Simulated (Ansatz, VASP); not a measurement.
Hf: VASP beside Ansatz

INCAR

```
SYSTEM = Hf
PREC     = Accurate       ! precision mode
ENCUT    = 520            ! plane-wave cutoff, eV
EDIFF    = 1E-7           ! SCF threshold, eV
ISMEAR   = -1             ! smearing method
SIGMA    = 0.1            ! smearing width, eV
LREAL    = .FALSE.        ! projectors in reciprocal space
LASPH    = .TRUE.         ! aspherical terms in the spheres
NELM     = 100            ! most SCF steps
ALGO     = Normal         ! electronic algorithm
ISIF     = 2              ! what is computed and relaxed
LWAVE    = .FALSE.        ! write WAVECAR
LCHARG   = .TRUE.         ! write CHGCAR
GGA      = RE             ! functional
LELF     = .TRUE.         ! ELF
LVHAR    = .TRUE.       
NBANDS   = 11             ! bands
```

The input KPOINTS:

```
regular mesh
0
G
  14 14 14
  0 0 0
```

Contents of POSCAR:

```
Hf
1.0
   -1.8559740480      1.8559740480      1.8559740480
    1.8559740480     -1.8559740480      1.8559740480
    1.8559740480      1.8559740480     -1.8559740480
Hf
1
Direct
    0.0000000000      0.0000000000      0.0000000000
```

Input for Ansatz:

```yaml
crystal:
  lattice:
    - [-1.855974048, 1.855974048, 1.855974048]
    - [1.855974048, -1.855974048, 1.855974048]
    - [1.855974048, 1.855974048, -1.855974048]
  atoms:
    - { symbol: Hf, position: [0.0, 0.0, 0.0] }
hamiltonian:
  xc: revpbe
  pseudopotentials:
    kind: paw
    azcp:
      Hf: "pseudopotentials/Hf.paw.azcp"
basis:
  ecutwfc: 420
  fft_grid_basis: typed
kpoints:
  mp_grid: { grid: [14, 14, 14], shift: [0, 0, 0] }
magnetization:
  spin_polarized: false
scf:
  occupations: { method: fermi_dirac, width: 0.1 }
  lower_state_search: "off"
output:
  stress: true
```

Alike in both runs: task single point; functional revPBE; k mesh 14 × 14 × 14; occupations fermi-dirac, width 0.1 eV; no spin polarisation.

|  | VASP | Ansatz |
| --- | --- | --- |
| version | VASP 6.6.1 | Ansatz 0.2.0 |
| potentials or method | VASP PAW PBE potentials, release 64 (Hf_pv), cutoff 520 eV | plane waves (420 eV) with PAW, scalar-relativistic |
| valence electrons in the cell | 10 | 26 |

|  | VASP | Ansatz | Ansatz less VASP |
| --- | --- | --- | --- |
| pressure (GPa) | -9.3 | -8.9 | +0.39 |

VASP's potentials were made for PBE, not for revPBE. VASP's potentials hold 10 valence electrons a cell and Ansatz's 26, so a difference there can come from the potentials and not from the codes.

Neither program's run includes spin-orbit coupling.
